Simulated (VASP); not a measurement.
# LiH (Fm-3m) in VASP: notebook, part 2 of 2

VASP 6.6.1. The steps go on from the part before.

### 4 Single point, PBE-based global hybrid

Contents of POSCAR:

```
LiH
1.0
    0.0000000000      2.0367500000      2.0367500000
    2.0367500000      0.0000000000      2.0367500000
    2.0367500000      2.0367500000      0.0000000000
Li H
1 1
Direct
    0.0000000000      0.0000000000      0.0000000000
    0.5000000000      0.5000000000      0.5000000000
```

Contents of INCAR.step1:

```
SYSTEM = LiH
ALGO = Normal
EDIFF = 1E-5
ENCUT = 520
GGA = PE
ISIF = 2
ISMEAR = -1
LASPH = .TRUE.
LREAL = .FALSE.
LWAVE = .TRUE.
NBANDS = 9
NELM = 80
PREC = Accurate
SIGMA = 0.05
```

Contents of INCAR.step2:

```
SYSTEM = LiH
AEXX = 0.1
ALGO = Normal
EDIFF = 1E-6
ENCUT = 520
GGA = PE
ISIF = 2
ISMEAR = -1
ISTART = 1
LASPH = .TRUE.
LCHARG = .TRUE.
LELF = .TRUE.
LHFCALC = .TRUE.
LREAL = .FALSE.
LVHAR = .TRUE.
LWAVE = .FALSE.
NBANDS = 9
NELM = 80
PREC = Accurate
PRECFOCK = Normal
SIGMA = 0.05
```

Contents of KPOINTS:

```
k-points
0
G
  6 6 6
  0 0 0
```

Potentials or basis: VASP PAW PBE potentials, release 64 (Li_sv, H).

Launch:

```bash
$ cat potpaw_PBE.64/Li_sv/POTCAR potpaw_PBE.64/H/POTCAR > POTCAR
$ cp INCAR.step1 INCAR
$ mpirun -np 1 vasp_std > vasp.out
$ cp INCAR.step2 INCAR
$ mpirun -np 1 vasp_std > vasp.out
```

OUTCAR:

```text
SYSTEM = LiH
   AEXX = 0.1
   EDIFF = 1E-6
   ENCUT = 520
   GGA = PE
   ISIF = 2
   ISMEAR = -1
   ISTART = 1
   LASPH = .TRUE.
   LHFCALC = .TRUE.
   LREAL = .FALSE.
   NELM = 80
   PREC = Accurate
   PRECFOCK = Normal

 ion  position               nearest neighbor table
   1  0.000  0.000  0.000-
   2  0.500  0.500  0.500-

  LATTYP: Found a face centered cubic cell.
 ALAT       =     4.0735000000

  Lattice vectors:

 A1 = (   0.0000000000,   2.0367500000,   2.0367500000)
 A2 = (   2.0367500000,   0.0000000000,   2.0367500000)
 A3 = (   2.0367500000,   2.0367500000,   0.0000000000)

Analysis of symmetry for initial positions (statically):
=====================================================================
 Subroutine PRICEL returns:
 Original cell was already a primitive cell.

 Routine SETGRP: Setting up the symmetry group for a
 face centered cubic supercell.

 Subroutine GETGRP returns: Found 48 space group operations
 (whereof 48 operations were pure point group operations)
 out of a pool of 48 trial point group operations.

The static configuration has the point symmetry O_h .

Analysis of symmetry for dynamics (positions and initial velocities):
=====================================================================
 Subroutine PRICEL returns:
 Original cell was already a primitive cell.

 Routine SETGRP: Setting up the symmetry group for a
 face centered cubic supercell.

 Subroutine GETGRP returns: Found 48 space group operations
 (whereof 48 operations were pure point group operations)
 out of a pool of 48 trial point group operations.

The dynamic configuration has the point symmetry O_h .

 Subroutine INISYM returns: Found 48 space group operations
 (whereof 48 operations are pure point group operations),
 and found     1 'primitive' translations

----------------------------------------------------------------------------------------

[... 115 lines left out ...]
   AEXX    =    0.1000 exact exchange contribution
   HFSCREEN=    0.0000 screening length (either q_TF or 0.3 A-1)
   HFSCREENC=   0.0000 screening length for correlation (either q_TF or 0.3 A-1)
   ENCUTFOCK=  -1.0 apply spherical cutoff to Coloumb kernel
   IVDW    =     0    specifies the selected vdW correction
   LEPSILON=     F    determine dielectric tensor
   LRPA    =     F    only Hartree local field effects (RPA)
 non-spin polarized calculation
  energy-cutoff  :      520.00
  volume of cell :       16.90
 maximum number of plane-waves:       468
 NGX is ok and might be reduce to    24
  NGX = 18; NGY = 18; NGZ = 18

 number of electron       3.9999999 magnetization

 Free energy of the ion-electron system (eV)
  ---------------------------------------------------
  ext. energy  EPLUGINS =         0.00000000
  ---------------------------------------------------
  free energy    TOTEN  =        -6.52376094 eV

  energy without entropy =       -6.52376094  energy(sigma->0) =       -6.52376094

 E-fermi :   0.5404     XC(G=0):  -7.6598

 val. band max:       -0.5487341284   @ k =   0.5000   0.5000   0.0000
 cond. band min:       3.1383439066   @ k =   0.5000   0.5000   0.0000
 fundamental gap:      3.6870780350
 Fermi energy:         0.5403988357

 k-point     1 :       0.0000    0.0000    0.0000
  band No.  band energies     occupation
      1     -46.1148      2.00000
      2      -6.0765      2.00000
      3      15.9561      0.00000
      4      17.7905      0.00000
      5      17.7905      0.00000
      6      17.7905      0.00000
      7      22.3592      0.00000
      8      22.3592      0.00000
      9      22.3592      0.00000
[... 169 lines left out ...]
 k-point    16 :      -0.3333    0.5000    0.1667
  band No.  band energies     occupation
      1     -46.0625      2.00000
      2      -0.7101      2.00000
      3       4.1524      0.00000
      4       7.1372      0.00000
      5      11.4993      0.00000
      6      17.3666      0.00000
      7      19.6395      0.00000
      8      28.4578      0.00000
      9      28.7182      0.00000

------------------------ aborting loop because EDIFF is reached ----------------------------------------

  FORCE on cell =-STRESS in cart. coord.  units (eV):
  Direction    XX          YY          ZZ          XY          YZ          ZX
  --------------------------------------------------------------------------------------
  -------------------------------------------------------------------------------------
  Total       -0.2156953     -0.2156953     -0.2156953      0.0000000      0.0000000     -0.0000000
  in kB      -20.4507001    -20.4507001    -20.4507001      0.0000000      0.0000000     -0.0000000
  external PRESSURE =     -20.4507001 kB  Pullay stress =       0.0000000 kB

 VOLUME and BASIS-vectors are now :
 -----------------------------------------------------------------------------
  energy-cutoff  :      520.00
  volume of cell :       16.90
      direct lattice vectors                 reciprocal lattice vectors
     0.000000000  2.036750000  2.036750000    -0.245489137  0.245489137  0.245489137
     2.036750000  0.000000000  2.036750000     0.245489137 -0.245489137  0.245489137
     2.036750000  2.036750000  0.000000000     0.245489137  0.245489137 -0.245489137

 POSITION                                       TOTAL-FORCE (eV/Angst)
 -----------------------------------------------------------------------------------
      0.00000      0.00000      0.00000        -0.000000     -0.000000      0.000000
      2.03675      2.03675      2.03675         0.000000      0.000000     -0.000000
 -----------------------------------------------------------------------------------
    total drift:                                0.000000      0.000000      0.000000

  FREE ENERGIE OF THE ION-ELECTRON SYSTEM (eV)
  ---------------------------------------------------
  free  energy   TOTEN  =        -6.5237609449 eV

  energy  without entropy=       -6.5237609448  energy(sigma->0) =       -6.52376094
```

OUTCAR.step1:

```text
SYSTEM = LiH
   EDIFF = 1E-5
   ENCUT = 520
   GGA = PE
   ISIF = 2
   ISMEAR = -1
   LASPH = .TRUE.
[... 402 lines left out ...]
      0.00000      0.00000      0.00000         0.000000     -0.000000      0.000000
      2.03675      2.03675      2.03675         0.000000      0.000000      0.000000
 -----------------------------------------------------------------------------------
    total drift:                                0.000000     -0.000000     -0.000000

  FREE ENERGIE OF THE ION-ELECTRON SYSTEM (eV)
  ---------------------------------------------------
  free  energy   TOTEN  =        -6.1218622924 eV

  energy  without entropy=       -6.1218622923  energy(sigma->0) =       -6.12186229
```

OSZICAR.step1:

```text
N       E                     dE             d eps       ncg     rms          rms(c)
DAV:   1    -0.102479188794E+01   -0.10248E+01   -0.13143E+03   288   0.393E+02
DAV:   2    -0.629968257702E+01   -0.52749E+01   -0.52493E+01   395   0.558E+01
DAV:   3    -0.636227273056E+01   -0.62590E-01   -0.62557E-01   359   0.579E+00
DAV:   4    -0.636245834128E+01   -0.18561E-03   -0.18559E-03   406   0.290E-01
DAV:   5    -0.636245907242E+01   -0.73114E-06   -0.73110E-06   333   0.153E-02    0.285E+00
DAV:   6    -0.618006659225E+01    0.18239E+00   -0.15408E-01   315   0.119E+00    0.142E+00
DAV:   7    -0.612003565593E+01    0.60031E-01   -0.19483E-01   332   0.152E+00    0.219E-01
DAV:   8    -0.612192727318E+01   -0.18916E-02   -0.46534E-03   348   0.444E-01    0.405E-02
DAV:   9    -0.612186603970E+01    0.61233E-04   -0.14943E-04   374   0.463E-02    0.750E-03
DAV:  10    -0.612186229237E+01    0.37473E-05   -0.58648E-06   261   0.168E-02
   1 F= -.61218623E+01 E0= -.61218623E+01  d E =-.616318E-10
```

Run time: 29 s. Hardware: 1 thread of Intel Xeon 6975P-C (Granite Rapids), shared host; peak memory 0.13 GiB.

What came out:

```yaml
Free_energy: -6.5238 eV
Band_gap_on_the_k_mesh: 3.69 eV, direct
```

Caveat: the k points lie up to 0.45 Å⁻¹ apart; the cutoff is under 1.25 times the usual one of these potentials, so pressure, stress and relaxed cells hold a basis-set (Pulay) error; the PAW data sets were made with another functional, which shifts forces and pressure a little. A k mesh can miss the band edges.

### 5 Single point, PBE exchange alone

This run uses another cell than the first one, of 7.94 Å³/atom, 0.940 times its volume.

Contents of INCAR:

```
SYSTEM = LiH
PREC = Accurate
ENCUT = 520
EDIFF = 1E-6
ISMEAR = 0
SIGMA = 0.01
LREAL = .False.
LASPH = .True.
NELM = 60
ALGO = Normal
ISIF = 2
LWAVE = .False.
LCHARG = .False.
GGA = PE
ALDAC = 0.0
AGGAC = 0.0
NBANDS = 9
```

Contents of KPOINTS:

```
Automatic mesh
0
Gamma
  11 11 11
  0 0 0
```

Contents of POSCAR:

```
LiH
1.0
    0.0000000000      1.9951720069      1.9951720069
    1.9951720069      0.0000000000      1.9951720069
    1.9951720069      1.9951720069      0.0000000000
Li H
1 1
Direct
    0.0000000000      0.0000000000      0.0000000000
    0.5000000000      0.5000000000      0.5000000000
```

Launch:

```bash
$ cat potpaw_PBE.64/Li_sv/POTCAR potpaw_PBE.64/H/POTCAR > POTCAR
$ mpirun -np 1 vasp_std > vasp.out
```

Wall time 7.4 s (1 thread of AMD EPYC 9R14 (Zen 4), shared host); peak memory 0.1 GiB.

It converged, with:

| Item | Value |
| --- | --- |
| Free energy | -5.1785 eV |
| Band gap on the k mesh | 3.68 eV, direct |

Levels at points of the mesh, in eV from the valence-band top:
| k point | band 1 | band 2 | band 3 | band 4 | band 5 | band 6 |
| --- | --- | --- | --- | --- | --- | --- |
| (0.00, 0.00, 0.00) | -44.54 | -5.17 | 16.59 | 18.15 | 18.15 | 18.15 |

Caveat: the cutoff is under 1.25 times the usual one of these potentials, so pressure, stress and relaxed cells hold a basis-set (Pulay) error. A k mesh can miss the band edges.

### 6 Overview

```tsv
level	cell	k mesh	smearing	grid for exact exchange (PRECFOCK)	share of exact exchange	gap on the mesh (eV)
PBE0	a = 2.880 Å, angles 60.0°, 2 atoms	6 × 6 × 6	fermi-dirac 0.05 eV	Normal	-	4.72
r2SCAN0	a = 2.880 Å, angles 60.0°, 2 atoms	6 × 6 × 6	fermi-dirac 0.05 eV	Normal	-	5.16
PBE-based global hybrid	a = 2.880 Å, angles 60.0°, 2 atoms	6 × 6 × 6	fermi-dirac 0.05 eV	Normal	0.1	3.69
PBE exchange alone	a = 2.822 Å, angles 60.0°, 2 atoms	11 × 11 × 11	gaussian 0.01 eV	-	-	3.68
```

Alike in all rows: task single point; potentials or basis VASP PAW PBE potentials, release 64 (Li_sv, H); no spin polarisation; cutoff (eV) 520.

Caveats: some runs use coarse meshes; the cutoff is under 1.25 times the usual one of these potentials, so pressure, stress and relaxed cells hold a basis-set (Pulay) error; the PAW data sets were made with another functional, which shifts forces and pressure a little (some runs).

Absolute energies hang on the potentials; compare differences alone.
